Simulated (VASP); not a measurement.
# SrO (P6_3/mmc) in VASP: a series of runs

Runs on SrO. Level: r2SCAN. Tasks: single point.

All numbers are computed with VASP 6.6.1; they aren't measurements. Logs are shortened: lines on timing, memory, paths and dates and some standing lists are left out, and cuts for length are marked.

**1. The cell of the first run**

It takes space group P6_3/mmc (No. 194, hexagonal). Conventional cell: a = 3.617 Å, b = 3.617 Å, c = 6.330 Å, α = 90.00°, β = 90.00°, γ = 120.00°. Within 3.5 Å of Sr (site symmetry -6m2) lie 6 O at 2.62 Å. Within 3.5 Å of O (site symmetry -3m) lie 6 Sr at 2.62 Å and 2 O at 3.17 Å.

**2. Single point, r2SCAN (volume changed by +6%)**

The input, POSCAR:

```
SrO
1.0
    3.6166969302      0.0000000000      0.0000000000
   -1.8083484651      3.1321514193      0.0000000000
    0.0000000000      0.0000000000      6.3301051604
Sr O
2 2
Direct
    0.3333333333      0.6666666667      0.2500000000
    0.6666666667      0.3333333333      0.7500000000
    0.0000000000      0.0000000000      0.0000000000
    0.0000000000      0.0000000000      0.5000000000
```

The input, INCAR.step1:

```
SYSTEM = SrO
ALGO = Normal
EDIFF = 1E-4
ENCUT = 520
GGA = PE
ISMEAR = 0
LASPH = .True.
LCHARG = .False.
LREAL = .False.
LWAVE = .True.
NBANDS = 24
NELM = 80
PREC = Accurate
SIGMA = 0.01
```

The input, INCAR.step2:

```
SYSTEM = SrO
ALGO = Normal
EDIFF = 1E-6
ENCUT = 520
ISIF = 2
ISMEAR = 0
ISTART = 1
LASPH = .True.
LCHARG = .False.
LMIXTAU = .True.
LREAL = .False.
LWAVE = .False.
METAGGA = R2SCAN
NBANDS = 24
NELM = 80
PREC = Accurate
SIGMA = 0.01
```

The input, KPOINTS:

```
k-points
0
Gamma
  9 9 4
  0 0 0
```

Potentials or basis: VASP PAW PBE potentials, release 64 (Sr_sv, O).

Started as:

```bash
$ cat potpaw_PBE.64/Sr_sv/POTCAR potpaw_PBE.64/O/POTCAR > POTCAR
$ cp INCAR.step1 INCAR
$ mpirun -np 1 vasp_std > vasp.out
$ cp INCAR.step2 INCAR
$ mpirun -np 1 vasp_std > vasp.out
```

OUTCAR:

```text
SYSTEM = SrO
   EDIFF = 1E-6
   ENCUT = 520
   ISIF = 2
   ISMEAR = 0
   ISTART = 1
   LASPH = .True.
   LREAL = .False.
   METAGGA = R2SCAN
   NELM = 80
   PREC = Accurate

 ion  position               nearest neighbor table
   1  0.333  0.667  0.250-   3 2.62   4 2.62   3 2.62   4 2.62   3 2.62   4 2.62   2 3.79   2 3.79
                             2 3.79   2 3.79   2 3.79   2 3.79
   2  0.667  0.333  0.750-   3 2.62   4 2.62   3 2.62   4 2.62   3 2.62   4 2.62   1 3.79   1 3.79
                             1 3.79   1 3.79   1 3.79   1 3.79
   3  0.000  0.000  0.000-   1 2.62   2 2.62   1 2.62   2 2.62   2 2.62   1 2.62
   4  0.000  0.000  0.500-   1 2.62   2 2.62   1 2.62   2 2.62   2 2.62   1 2.62

  LATTYP: Found a hexagonal cell.
 ALAT       =     3.6166969302
 C/A-ratio  =     1.7502448457

  Lattice vectors:

 A1 = (   3.6166969302,   0.0000000000,   0.0000000000)
 A2 = (  -1.8083484651,   3.1321514193,   0.0000000000)
 A3 = (   0.0000000000,   0.0000000000,   6.3301051604)

Analysis of symmetry for initial positions (statically):
=====================================================================
 Subroutine PRICEL returns:
 Original cell was already a primitive cell.

 Routine SETGRP: Setting up the symmetry group for a
 hexagonal supercell.

 Subroutine GETGRP returns: Found 24 space group operations
 (whereof 12 operations were pure point group operations)
 out of a pool of 24 trial point group operations.

The static configuration has the point symmetry D_3d.
 The point group associated with its full space group is D_6h.

Analysis of symmetry for dynamics (positions and initial velocities):
=====================================================================
 Subroutine PRICEL returns:
 Original cell was already a primitive cell.

 Routine SETGRP: Setting up the symmetry group for a
 hexagonal supercell.

 Subroutine GETGRP returns: Found 24 space group operations
 (whereof 12 operations were pure point group operations)
 out of a pool of 24 trial point group operations.

The dynamic configuration has the point symmetry D_3d.
 The point group associated with its full space group is D_6h.

 Subroutine INISYM returns: Found 24 space group operations
 (whereof 12 operations are pure point group operations),
[... 95 lines left out ...]
   LNONCOLLINEAR =      F non collinear calculations
   LSORBIT =      F    spin-orbit coupling
   LASPH  =      T    aspherical Exc in radial PAW
   ENCUT  =  520.0 eV  38.22 Ry    6.18 a.u.   6.72  6.72 11.77*2*pi/ulx,y,z
   NELM   =     80;   NELMIN=  2; NELMDL=  0     # of ELM steps
   EDIFF  = 0.1E-05   stopping-criterion for ELM
   LREAL  =      F    real-space projection
   EDIFFG = 0.1E-04   stopping-criterion for IOM
   NSW    =      0    number of steps for IOM
   IBRION =     -1    ionic relax: 0-MD 1-quasi-New 2-CG
   NFREE  =      0    steps in history (QN), initial steepest desc. (CG)
   ISIF   =      2    stress and relaxation
   ISYM   =      2    0-nonsym 1-usesym 2-fastsym
   POTIM  = 0.5000    time-step for ionic-motion
   TEBEG  =    0.0;   TEEND  =   0.0 temperature during run
   PSTRESS=    0.0 pullay stress
   NELECT =      32.0000    total number of electrons
   NUPDOWN=      -1.0000    fix difference up-down
   EMIN   =  10.00;   EMAX   =-10.00  energy-range for DOS
   EFERMI =   0.00;   METHOD = LEGACY
   ISMEAR =     0;   SIGMA  =   0.01  broadening in eV -4-tet -1-fermi 0-gaus
   EFERMI_NEDOS =   21; number of points for ismear=-14 and -15
   IALGO  =     38    algorithm
   IMIX   =      4    mixing-type and parameters
     AMIX     =   0.40;   BMIX     =  1.00
     AMIX_MAG =   1.60;   BMIX_MAG =  1.00
  volume/ion in A,a.u.               =      17.93       120.98
  Fermi-wavevector in a.u.,A,eV,Ry     =   1.251035  2.364114 21.294333  1.565089
  Thomas-Fermi vector in A             =   2.385002
   LORBIT       =      0    0 simple, 1 ext, 2 COOP (PROOUT), +10 PAW based schemes
   METAGGA = R2SCAN    functional components
   LHFCALC =     F    Hartree Fock is set to
   AEXX    =    0.0000 exact exchange contribution
   IVDW    =     0    specifies the selected vdW correction
   LEPSILON=     F    determine dielectric tensor
   LRPA    =     F    only Hartree local field effects (RPA)
 non-spin polarized calculation
 Gauss-broadening in eV      SIGMA  =   0.01
  energy-cutoff  :      520.00
  volume of cell :       71.71
 maximum number of plane-waves:      1955
 NGX is ok and might be reduce to    28
   NGX = 13   NGY = 13   NGZ = 23

 number of electron      31.9999991 magnetization

 Free energy of the ion-electron system (eV)
  ---------------------------------------------------
  ext. energy  EPLUGINS =         0.00000000
  ---------------------------------------------------
  free energy    TOTEN  =       -53.69914672 eV

  energy without entropy =      -53.69914672  energy(sigma->0) =      -53.69914672

 E-fermi :   1.8157     XC(G=0): -10.3039

 val. band max:        1.6413017578   @ k =   0.0000   0.0000   0.0000
 cond. band min:       4.9974494736   @ k =   0.0000   0.0000   0.0000
 fundamental gap:      3.3561477157
 Fermi energy:         1.8156750511

 k-point     1 :       0.0000    0.0000    0.0000
  band No.  band energies     occupation
      1     -32.6230      2.00000
      2     -32.5383      2.00000
      3     -16.0560      2.00000
      4     -14.7556      2.00000
      5     -13.7346      2.00000
      6     -13.7346      2.00000
[... 637 lines left out ...]
     23      11.6091      0.00000
     24      11.6091      0.00000

 [... further k-points ...]

------------------------ aborting loop because EDIFF is reached ----------------------------------------

  FORCE on cell =-STRESS in cart. coord.  units (eV):
  Direction    XX          YY          ZZ          XY          YZ          ZX
  --------------------------------------------------------------------------------------
  -------------------------------------------------------------------------------------
  Total       -1.7710916     -1.7710916     -2.1348716      0.0000000     -0.0000000      0.0000000
  in kB      -39.5718002    -39.5718002    -47.6997987      0.0000000     -0.0000000      0.0000000
  external PRESSURE =     -42.2811331 kB  Pullay stress =       0.0000000 kB

 VOLUME and BASIS-vectors are now :
 -----------------------------------------------------------------------------
  energy-cutoff  :      520.00
  volume of cell :       71.71
      direct lattice vectors                 reciprocal lattice vectors
     3.616696930  0.000000000  0.000000000     0.276495382  0.159634683  0.000000000
    -1.808348465  3.132151419  0.000000000     0.000000000  0.319269367  0.000000000
     0.000000000  0.000000000  6.330105160     0.000000000  0.000000000  0.157975259

 POSITION                                       TOTAL-FORCE (eV/Angst)
 -----------------------------------------------------------------------------------
     -0.00000      2.08810      1.58253         0.000000     -0.000000     -0.000000
      1.80835      1.04405      4.74758        -0.000000      0.000000      0.000000
      0.00000      0.00000      0.00000         0.000000      0.000000      0.000000
      0.00000      0.00000      3.16505         0.000000      0.000000      0.000000
 -----------------------------------------------------------------------------------
    total drift:                               -0.000000      0.000000     -0.000000

  FREE ENERGIE OF THE ION-ELECTRON SYSTEM (eV)
  ---------------------------------------------------
  free  energy   TOTEN  =       -53.6991467166 eV

  energy  without entropy=      -53.6991467166  energy(sigma->0) =      -53.69914672
```

OUTCAR.step1:

```text
SYSTEM = SrO
   EDIFF = 1E-4
   ENCUT = 520
   GGA = PE
   ISMEAR = 0
   LASPH = .True.
   LREAL = .False.
   NELM = 80
[... 880 lines left out ...]
      1.80835      1.04405      4.74758        -0.000000     -0.000000      0.000000
      0.00000      0.00000      0.00000         0.000000      0.000000      0.000000
      0.00000      0.00000      3.16505        -0.000000      0.000000      0.000000
 -----------------------------------------------------------------------------------
    total drift:                               -0.000000      0.000000     -0.000000

  FREE ENERGIE OF THE ION-ELECTRON SYSTEM (eV)
  ---------------------------------------------------
  free  energy   TOTEN  =       -23.7344758609 eV

  energy  without entropy=      -23.7344758609  energy(sigma->0) =      -23.73447586
```

OSZICAR.step1:

```text
N       E                     dE             d eps       ncg     rms          rms(c)
DAV:   1     0.171763107446E+03    0.17176E+03   -0.16143E+04  1728   0.126E+03
DAV:   2    -0.175340221451E+02   -0.18930E+03   -0.17820E+03  2392   0.282E+02
DAV:   3    -0.281272492506E+02   -0.10593E+02   -0.10522E+02  2680   0.582E+01
DAV:   4    -0.283972354686E+02   -0.26999E+00   -0.26988E+00  2344   0.761E+00
DAV:   5    -0.283995649681E+02   -0.23295E-02   -0.23295E-02  2416   0.790E-01    0.208E+01
DAV:   6    -0.239700595769E+02    0.44295E+01   -0.20128E+01  1896   0.241E+01    0.248E+01
DAV:   7    -0.238085934215E+02    0.16147E+00   -0.16022E+00  2512   0.675E+00    0.162E+01
DAV:   8    -0.237438725350E+02    0.64721E-01   -0.62456E-01  1800   0.523E+00    0.174E+00
DAV:   9    -0.237312787247E+02    0.12594E-01   -0.61512E-02  2656   0.169E+00    0.504E-01
DAV:  10    -0.237338237930E+02   -0.25451E-02   -0.70142E-03  2080   0.461E-01    0.178E-01
DAV:  11    -0.237343871318E+02   -0.56334E-03   -0.16886E-03  2016   0.227E-01    0.426E-02
DAV:  12    -0.237344758609E+02   -0.88729E-04   -0.17160E-04  1856   0.749E-02
   1 F= -.23734476E+02 E0= -.23734476E+02  d E =-.812184E-70
```

Wall time 2 min (1 thread of Intel Xeon 6975P-C (Granite Rapids), shared host); peak memory 0.22 GiB.

Results:

| Quantity | Value |
| --- | --- |
| Free energy | -53.6991 eV |
| Pressure | -4.2 GPa |
| Band gap on the k mesh | 3.36 eV, direct |

Stress tensor (GPa, compression positive):
```
-3.96  0.00  0.00
 0.00 -3.96  0.00
 0.00  0.00 -4.77
```

Levels at points of the mesh, in eV from the valence-band top:
```
           k point  band 14  band 15  band 16  band 17  band 18  band 19
(0.00, 0.00, 0.00)    -0.71    -0.71     0.00     3.36     5.30     5.61
(0.00, 0.00, 0.50)    -0.85    -0.85    -0.85     4.90     4.90     6.33
```

Caveat: the cell differs from its parent crystal (volume changed by +6%); the PAW data sets were made with another functional, which shifts forces and pressure a little.

**3. Single point, r2SCAN**

This run uses another cell than the first one, of 16.91 Å³/atom, 0.943 times its volume.

The input, POSCAR:

```
SrO
1.0
    3.5471277436      0.0000000000      0.0000000000
   -1.7735638718      3.0719027365      0.0000000000
    0.0000000000      0.0000000000      6.2083420503
Sr O
2 2
Direct
    0.3333333333      0.6666666667      0.2500000000
    0.6666666667      0.3333333333      0.7500000000
    0.0000000000      0.0000000000      0.0000000000
    0.0000000000      0.0000000000      0.5000000000
```

Changes to INCAR.step1 since step 2:

```diff
@@ -11,3 +11,3 @@
 NBANDS = 24
-NELM = 80
+NELM = 100
 PREC = Accurate
```

Changes to INCAR.step2 since step 2:

```diff
@@ -14,3 +14,3 @@
 NBANDS = 24
-NELM = 80
+NELM = 100
 PREC = Accurate
```

The input, KPOINTS:

```
k-points
0
Gamma
  12 12 4
  0 0 0
```

Potentials or basis: VASP PAW PBE potentials, release 64 (Sr_sv, O).

Started as:

```bash
$ cat potpaw_PBE.64/Sr_sv/POTCAR potpaw_PBE.64/O/POTCAR > POTCAR
$ cp INCAR.step1 INCAR
$ mpirun -np 1 vasp_std > vasp.out
$ cp INCAR.step2 INCAR
$ mpirun -np 1 vasp_std > vasp.out
```

It took 2.9 min on 1 thread of Intel Xeon 6975P-C (Granite Rapids), shared host; peak memory 0.24 GiB.

The run converged. Its results:

```yaml
Free_energy: -53.7455 eV
Pressure: 0.6 GPa
Band_gap_on_the_k_mesh: 3.49 eV, indirect (least direct gap 3.70 eV)
```

Levels at points of the mesh, in eV from the valence-band top:
| k point | band 14 | band 15 | band 16 | band 17 | band 18 | band 19 |
| --- | --- | --- | --- | --- | --- | --- |
| (0.00, 0.00, 0.00) | -0.80 | -0.80 | 0.00 | 3.70 | 5.46 | 5.68 |
| (0.50, 0.00, 0.00) | -1.37 | -0.55 | -0.25 | 3.49 | 6.18 | 6.55 |
| (0.00, 0.00, 0.50) | -0.95 | -0.95 | -0.95 | 5.19 | 5.19 | 6.56 |
| (0.50, 0.00, 0.50) | -1.26 | -1.01 | -1.01 | 4.75 | 4.75 | 7.31 |

Caveat: the PAW data sets were made with another functional, which shifts forces and pressure a little. A k mesh can miss the band edges.
